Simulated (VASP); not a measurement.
Here is a VASP 6.6.1 calculation.

The input INCAR:

```
SYSTEM = SnSe
  PREC = Accurate
  ENCUT = 520
  EDIFF = 1E-7
  ISMEAR = 0
  SIGMA = 0.02
  LREAL = .False.
  LASPH = .True.
  NELM = 80
  ALGO = Normal
  ISIF = 2
  LWAVE = .False.
  LCHARG = .False.
  GGA = PE
  NBANDS = 50
```

Contents of KPOINTS:

```
regular mesh
0
Gamma
  4 8 8
  0 0 0
```

POSCAR

```
SnSe
1.0
   11.3046385774      0.0000000000      0.0000000000
    0.0000000000      4.1476738739      0.0000000000
    0.0000000000      0.0000000000      4.4149464147
Sn Se
4 4
Direct
    0.8770000000      0.7500000000      0.9090000000
    0.6230000000      0.2500000000      0.4090000000
    0.3770000000      0.7500000000      0.5910000000
    0.1230000000      0.2500000000      0.0910000000
    0.6430000000      0.7500000000      0.9840000000
    0.8570000000      0.2500000000      0.4840000000
    0.1430000000      0.7500000000      0.5160000000
    0.3570000000      0.2500000000      0.0160000000
```

Potentials or basis: VASP PAW PBE potentials, release 64 (Sn_d, Se).

Command:

```sh
$ cat potpaw_PBE.64/Sn_d/POTCAR potpaw_PBE.64/Se/POTCAR > POTCAR
$ mpirun -np 1 vasp_std > vasp.out
```

**Question.** What does it give for the band gap on the k mesh?

**Answer.** 0.79 eV (least direct gap 0.96 eV).

**Question.** What does it give for the pressure?

**Answer.** 4.3 GPa.

Stress tensor (GPa, compression positive):
```
6.35 0.00 0.00
0.00 3.37 0.00
0.00 0.00 3.13
```

Caveat: the cell stands under pressure; spin-orbit coupling is left out, which moves the levels of the heavy elements. A k mesh can miss the band edges.
